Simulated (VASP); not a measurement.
A run of VASP 6.6.1:

Contents of INCAR:

```
SYSTEM = Sn
PREC = Accurate ; ENCUT = 520
EDIFF = 1E-7 ; ISMEAR = 0
SIGMA = 0.15 ; LREAL = .False.
LASPH = .True. ; NELM = 80
ALGO = Fast ; ISIF = 2
LWAVE = .False. ; LCHARG = .False.
GGA = PS ; NBANDS = 13
```

File KPOINTS:

```
Automatic mesh
0
Gamma
  20 20 20
  0 0 0
```

File POSCAR:

```
Sn
1.0
   -1.9019146500      1.7755470000      2.4678324250
    1.5511633500     -1.7755470000      2.2088515750
    1.9019146500      1.7755470000     -2.4678324250
Sn
1
Direct
    0.0000000000      0.0000000000      0.0000000000
```

Potentials or basis: VASP PAW PBE potentials, release 64 (Sn_d).

The run is started by

```console
$ cat potpaw_PBE.64/Sn_d/POTCAR > POTCAR
$ mpirun -np 1 vasp_std > vasp.out
```

Hardware: 1 thread of Oxide Virtual Turin-like Processor, with other jobs on the host.

**Question.** Estimate the wall time of this run.

**Answer.** Run time: 16 min on 1 thread of Oxide Virtual Turin-like Processor, on a shared host, peak memory 0.73 GiB. Counts: scf iterations 13, k points 2112.
